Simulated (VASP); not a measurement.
# MgO (Fm-3m) in VASP: notebook

Runs on MgO. Level: PBE. Tasks: single point.

All numbers are computed with VASP 6.6.1; they aren't measurements. Logs are shortened: lines on timing, memory, paths and dates and some standing lists are left out, and cuts for length are marked.

**1. The cell of the first run**

Symmetry: Fm-3m, No. 225, cubic system. The conventional cell has a = 4.211 Å, b = 4.211 Å, c = 4.211 Å, α = 90.00°, β = 90.00°, γ = 90.00°. Mg (site symmetry m-3m) has 6 O at 2.11 Å within 2.8 Å. Within 2.8 Å of O (site symmetry m-3m) lie 6 Mg at 2.11 Å.

**2. Single point, PBE**

INCAR reads:

```
SYSTEM = MgO
ALGO = Normal
EDIFF = 1E-6
ENCUT = 520
GGA = PE
ISIF = 2
ISMEAR = -1
LASPH = .True.
LCHARG = .True.
LELF = .True.
LREAL = .False.
LVHAR = .True.
LWAVE = .False.
NBANDS = 11
NELM = 80
PREC = Accurate
SIGMA = 0.05
```

KPOINTS reads:

```
k-points
0
Gamma
  8 8 8
  0 0 0
```

POSCAR reads:

```
MgO
1.0
    0.0000000000      2.1055000000      2.1055000000
    2.1055000000      0.0000000000      2.1055000000
    2.1055000000      2.1055000000      0.0000000000
Mg O
1 1
Direct
    0.0000000000      0.0000000000      0.0000000000
    0.5000000000      0.5000000000      0.5000000000
```

Potentials or basis: VASP PAW PBE potentials, release 64 (Mg, O).

Command:

```console
> cat potpaw_PBE.64/Mg/POTCAR potpaw_PBE.64/O/POTCAR > POTCAR
> mpirun -np 1 vasp_std > vasp.out
```

OUTCAR:

```text
SYSTEM = MgO
   EDIFF = 1E-6
   ENCUT = 520
   GGA = PE
   ISIF = 2
   ISMEAR = -1
   LASPH = .True.
   LREAL = .False.
   NELM = 80
   PREC = Accurate

 ion  position               nearest neighbor table
   1  0.000  0.000  0.000-   2 2.11   2 2.11   2 2.11   2 2.11   2 2.11   2 2.11
   2  0.500  0.500  0.500-   1 2.11   1 2.11   1 2.11   1 2.11   1 2.11   1 2.11

  LATTYP: Found a face centered cubic cell.
 ALAT       =     4.2110000000

  Lattice vectors:

 A1 = (   0.0000000000,   2.1055000000,   2.1055000000)
 A2 = (   2.1055000000,   0.0000000000,   2.1055000000)
 A3 = (   2.1055000000,   2.1055000000,   0.0000000000)

Analysis of symmetry for initial positions (statically):
=====================================================================
 Subroutine PRICEL returns:
 Original cell was already a primitive cell.

 Routine SETGRP: Setting up the symmetry group for a
 face centered cubic supercell.

 Subroutine GETGRP returns: Found 48 space group operations
 (whereof 48 operations were pure point group operations)
 out of a pool of 48 trial point group operations.

The static configuration has the point symmetry O_h .

Analysis of symmetry for dynamics (positions and initial velocities):
=====================================================================
 Subroutine PRICEL returns:
 Original cell was already a primitive cell.

 Routine SETGRP: Setting up the symmetry group for a
 face centered cubic supercell.

 Subroutine GETGRP returns: Found 48 space group operations
 (whereof 48 operations were pure point group operations)
 out of a pool of 48 trial point group operations.

The dynamic configuration has the point symmetry O_h .

 Subroutine INISYM returns: Found 48 space group operations
 (whereof 48 operations are pure point group operations),
 and found     1 'primitive' translations

----------------------------------------------------------------------------------------

                                     Primitive cell

  volume of cell :      18.6679

  direct lattice vectors                    reciprocal lattice vectors
     0.000000000  2.105500000  2.105500000    -0.237473284  0.237473284  0.237473284
     2.105500000  0.000000000  2.105500000     0.237473284 -0.237473284  0.237473284
     2.105500000  2.105500000  0.000000000     0.237473284  0.237473284 -0.237473284

  length of vectors
     2.977626656  2.977626656  2.977626656     0.411315794  0.411315794  0.411315794

  position of ions in fractional coordinates (direct lattice)
     0.000000000  0.000000000  0.000000000
     0.500000000  0.500000000  0.500000000

  ion indices of the primitive-cell ions
   primitive index   ion index
                 1           1
                 2           2

----------------------------------------------------------------------------------------

 KPOINTS: k-points

Automatic generation of k-mesh.
 Grid dimensions read from file:
 generate k-points for:    8    8    8

 Generating k-lattice:

  Cartesian coordinates                     Fractional coordinates (reciprocal lattice)
    -0.029684161  0.029684161  0.029684161     0.125000000  0.000000000  0.000000000
     0.029684161 -0.029684161  0.029684161     0.000000000  0.125000000  0.000000000
     0.029684161  0.029684161 -0.029684161     0.000000000  0.000000000  0.125000000

  Length of vectors
     0.051414474  0.051414474  0.051414474

  Shift w.r.t. Gamma in fractional coordinates (k-lattice)
     0.000000000  0.000000000  0.000000000

 Subroutine IBZKPT returns following result:
 ===========================================

 Found     29 irreducible k-points:

 Following reciprocal coordinates:
            Coordinates               Weight
  0.000000  0.000000  0.000000      1.000000
  0.125000  0.000000  0.000000      8.000000
  0.250000  0.000000  0.000000      8.000000
  0.375000  0.000000  0.000000      8.000000
  0.500000  0.000000  0.000000      4.000000
  0.125000  0.125000  0.000000      6.000000
[... 16 lines left out ...]
  0.500000  0.250000  0.125000     48.000000
 -0.375000  0.250000  0.125000     24.000000
 [... further k-points ...]
   k-points           NKPTS =     29   k-points in BZ     NKDIM =     29   number of bands    NBANDS=     11
   number of dos      NEDOS =    301   number of ions     NIONS =      2
   total plane-waves  NPLWV =  13824
   dimension x,y,z NGX =    24 NGY =   24 NGZ =   24
   dimension x,y,z NGXF=    48 NGYF=   48 NGZF=   48
   ions per type =               1   1
   NGX,Y,Z   is equivalent  to a cutoff of  13.40, 13.40, 13.40 a.u.
   NGXF,Y,Z  is equivalent  to a cutoff of  26.80, 26.80, 26.80 a.u.
 SYSTEM =  MgO
   PREC   = accura    normal or accurate (medium, high low for compatibility)
   ISTART =      0    job   : 0-new  1-cont  2-samecut
   ICHARG =      2    charge: 1-file 2-atom 10-const
   ISPIN  =      1    spin polarized calculation?
   LNONCOLLINEAR =      F non collinear calculations
   LSORBIT =      F    spin-orbit coupling
   LASPH  =      T    aspherical Exc in radial PAW
   ENCUT  =  520.0 eV  38.22 Ry    6.18 a.u.   5.54  5.54  5.54*2*pi/ulx,y,z
   NELM   =     80;   NELMIN=  2; NELMDL= -5     # of ELM steps
   EDIFF  = 0.1E-05   stopping-criterion for ELM
   LREAL  =      F    real-space projection
   EDIFFG = 0.1E-04   stopping-criterion for IOM
   NSW    =      0    number of steps for IOM
   IBRION =     -1    ionic relax: 0-MD 1-quasi-New 2-CG
   NFREE  =      0    steps in history (QN), initial steepest desc. (CG)
   ISIF   =      2    stress and relaxation
   ISYM   =      2    0-nonsym 1-usesym 2-fastsym
   POTIM  = 0.5000    time-step for ionic-motion
   TEBEG  =    0.0;   TEEND  =   0.0 temperature during run
   PSTRESS=    0.0 pullay stress
   NELECT =       8.0000    total number of electrons
   NUPDOWN=      -1.0000    fix difference up-down
   EMIN   =  10.00;   EMAX   =-10.00  energy-range for DOS
   EFERMI =   0.00;   METHOD = LEGACY
   ISMEAR =    -1;   SIGMA  =   0.05  broadening in eV -4-tet -1-fermi 0-gaus
   EFERMI_NEDOS =   21; number of points for ismear=-14 and -15
   IALGO  =     38    algorithm
   IMIX   =      4    mixing-type and parameters
     AMIX     =   0.40;   BMIX     =  1.00
     AMIX_MAG =   1.60;   BMIX_MAG =  1.00
  volume/ion in A,a.u.               =       9.33        62.99
  Fermi-wavevector in a.u.,A,eV,Ry     =   1.234259  2.332411 20.727046  1.523395
  Thomas-Fermi vector in A             =   2.368956
   LORBIT       =      0    0 simple, 1 ext, 2 COOP (PROOUT), +10 PAW based schemes
   GGA     = PE    functional components
   LHFCALC =     F    Hartree Fock is set to
   AEXX    =    0.0000 exact exchange contribution
   IVDW    =     0    specifies the selected vdW correction
   LEPSILON=     F    determine dielectric tensor
   LRPA    =     F    only Hartree local field effects (RPA)
 non-spin polarized calculation
  energy-cutoff  :      520.00
  volume of cell :       18.67
 maximum number of plane-waves:       531
 NGX is ok and might be reduce to    24
   NGX = 11   NGY = 11   NGZ = 11

 number of electron       8.0000005 magnetization

 Free energy of the ion-electron system (eV)
  ---------------------------------------------------
  ext. energy  EPLUGINS =         0.00000000
  ---------------------------------------------------
  free energy    TOTEN  =       -11.90518275 eV

  energy without entropy =      -11.90518275  energy(sigma->0) =      -11.90518275

 E-fermi :   4.1887     XC(G=0): -11.0822

 val. band max:        3.1927617947   @ k =   0.0000   0.0000   0.0000
 cond. band min:       7.9264964102   @ k =   0.0000   0.0000   0.0000
 fundamental gap:      4.7337346155
 Fermi energy:         4.1887468870

 k-point     1 :       0.0000    0.0000    0.0000
  band No.  band energies     occupation
      1     -14.0746      2.00000
      2       3.1928      2.00000
      3       3.1928      2.00000
      4       3.1928      2.00000
      5       7.9265      0.00000
      6      18.9967      0.00000
      7      18.9967      0.00000
      8      18.9967      0.00000
      9      22.9154      0.00000
     10      24.6906      0.00000
     11      24.6906      0.00000

 k-point     2 :       0.1250    0.0000    0.0000
  band No.  band energies     occupation
      1     -13.9111      2.00000
      2       2.2383      2.00000
      3       3.0896      2.00000
      4       3.0896      2.00000
      5       8.8408      0.00000
      6      17.3175      0.00000
      7      19.3561      0.00000
      8      19.3561      0.00000
      9      23.7245      0.00000
     10      23.7245      0.00000
     11      25.0793      0.00000

 k-point     3 :       0.2500    0.0000    0.0000
  band No.  band energies     occupation
      1     -13.4863      2.00000
      2       0.5326      2.00000
      3       2.8517      2.00000
      4       2.8517      2.00000
      5      10.2877      0.00000
      6      15.7731      0.00000
      7      19.8518      0.00000
      8      19.8518      0.00000
      9      23.3347      0.00000
     10      23.3347      0.00000
     11      25.1972      0.00000

 k-point     4 :       0.3750    0.0000    0.0000
  band No.  band energies     occupation
      1     -13.0074      2.00000
      2      -0.8766      2.00000
      3       2.6280      2.00000
      4       2.6280      2.00000
      5      10.9998      0.00000
      6      15.5791      0.00000
      7      19.6795      0.00000
      8      19.6795      0.00000
      9      24.4070      0.00000
     10      24.6500      0.00000
     11      24.6500      0.00000

 k-point     5 :       0.5000    0.0000    0.0000
  band No.  band energies     occupation
      1     -12.7884      2.00000
      2      -1.4269      2.00000
      3       2.5389      2.00000
      4       2.5389      2.00000
      5      11.0943      0.00000
      6      15.8083      0.00000
      7      19.5110      0.00000
      8      19.5110      0.00000
      9      24.0955      0.00000
     10      25.7051      0.00000
     11      25.7051      0.00000
[... 211 lines left out ...]
 k-point    21 :       0.5000    0.5000    0.0000
  band No.  band energies     occupation
      1     -12.5297      2.00000
      2      -0.8941      2.00000
      3       1.8435      2.00000
      4       1.8435      2.00000
      5      12.3135      0.00000
      6      13.1704      0.00000
      7      16.3007      0.00000
      8      22.1779      0.00000
      9      22.1779      0.00000
     10      28.5155      0.00000
     11      30.0457      0.00000

 k-point    22 :       0.3750    0.2500    0.1250
  band No.  band energies     occupation
      1     -13.1820      2.00000
      2       0.1756      2.00000
      3       2.0404      2.00000
      4       2.5774      2.00000
      5      11.6934      0.00000
      6      14.6837      0.00000
      7      18.2819      0.00000
      8      20.7481      0.00000
      9      21.3123      0.00000
     10      25.6423      0.00000
     11      29.0327      0.00000

 k-point    23 :       0.5000    0.2500    0.1250
  band No.  band energies     occupation
      1     -12.8052      2.00000
      2      -0.5157      2.00000
      3       1.4647      2.00000
      4       2.3249      2.00000
      5      12.6944      0.00000
      6      14.8525      0.00000
      7      17.1216      0.00000
      8      20.3462      0.00000
      9      22.8864      0.00000
     10      25.6108      0.00000
     11      29.2282      0.00000

 k-point    24 :      -0.3750    0.2500    0.1250
  band No.  band energies     occupation
      1     -12.6375      2.00000
      2      -0.8098      2.00000
      3       1.2571      2.00000
      4       2.2055      2.00000
      5      12.8704      0.00000
      6      15.3998      0.00000
      7      16.6913      0.00000
      8      20.1002      0.00000
      9      23.7280      0.00000
     10      25.2819      0.00000
     11      29.3660      0.00000

 [... further k-points ...]
[... 5 lines left out ...]
  --------------------------------------------------------------------------------------
  -------------------------------------------------------------------------------------
  Total        0.4750194      0.4750194      0.4750194     -0.0000000     -0.0000000      0.0000000
  in kB       40.7686400     40.7686400     40.7686400     -0.0000000     -0.0000000      0.0000000
  external PRESSURE =      40.7686400 kB  Pullay stress =       0.0000000 kB

 VOLUME and BASIS-vectors are now :
 -----------------------------------------------------------------------------
  energy-cutoff  :      520.00
  volume of cell :       18.67
      direct lattice vectors                 reciprocal lattice vectors
     0.000000000  2.105500000  2.105500000    -0.237473284  0.237473284  0.237473284
     2.105500000  0.000000000  2.105500000     0.237473284 -0.237473284  0.237473284
     2.105500000  2.105500000  0.000000000     0.237473284  0.237473284 -0.237473284

 POSITION                                       TOTAL-FORCE (eV/Angst)
 -----------------------------------------------------------------------------------
      0.00000      0.00000      0.00000        -0.000000     -0.000000      0.000000
      2.10550      2.10550      2.10550         0.000000      0.000000      0.000000
 -----------------------------------------------------------------------------------
    total drift:                               -0.000000     -0.000000      0.000000

  FREE ENERGIE OF THE ION-ELECTRON SYSTEM (eV)
  ---------------------------------------------------
  free  energy   TOTEN  =       -11.9051827489 eV

  energy  without entropy=      -11.9051827488  energy(sigma->0) =      -11.90518275
```

It took 4.2 s on 1 thread of Intel Xeon 6975P-C (Granite Rapids), shared host; peak memory 0.13 GiB.

What came out:

* Free energy: -11.9052 eV
* Pressure: 4.1 GPa
* Band gap on the k mesh: 4.73 eV, direct

PBE gaps usually lie below the measured ones, often by a third to a half.

**3. Single point, PBE**

INCAR reads:

```
  PREC = Accurate
  ENCUT = 600
  EDIFF = 1E-6
  ISMEAR = -1
  SIGMA = 0.01
  LREAL = F
  LASPH = T
  NELM = 120
  ALGO = Normal
  ISIF = 2
  LWAVE = F
  LCHARG = F
  GGA = PE
  NBANDS = 11
  GGA_COMPAT = F
```

KPOINTS reads:

```
Automatic mesh
0
Gamma
  8 8 8
```

POSCAR is that of step 2.

Potentials or basis: VASP PAW PBE potentials, release 64 (Mg, O).

Command:

```console
> cat potpaw_PBE.64/Mg/POTCAR potpaw_PBE.64/O/POTCAR > POTCAR
> mpirun -np 1 vasp_std > vasp.out
```

It used 8.3 s of CPU time on 1 thread of AMD EPYC 7R13 Processor (Zen 3) (shared host).

Results (log left out):

```
Free energy            : -11.9086 eV
Pressure               : 3.8 GPa
Band gap on the k mesh : 4.74 eV, direct
```

Levels at points of the mesh, in eV from the valence-band top:
| k point | band 1 | band 2 | band 3 | band 4 | band 5 | band 6 | band 7 | band 8 |
| --- | --- | --- | --- | --- | --- | --- | --- | --- |
| (0.00, 0.00, 0.00) | -17.27 | 0.00 | 0.00 | 0.00 | 4.74 | 15.81 | 15.81 | 15.81 |
| (0.50, 0.00, 0.00) | -15.98 | -4.62 | -0.65 | -0.65 | 7.90 | 12.61 | 16.32 | 16.32 |
| (0.50, 0.50, 0.00) | -15.72 | -4.09 | -1.35 | -1.35 | 9.12 | 9.98 | 13.11 | 18.98 |

(Part 1 of 2 ends here.)
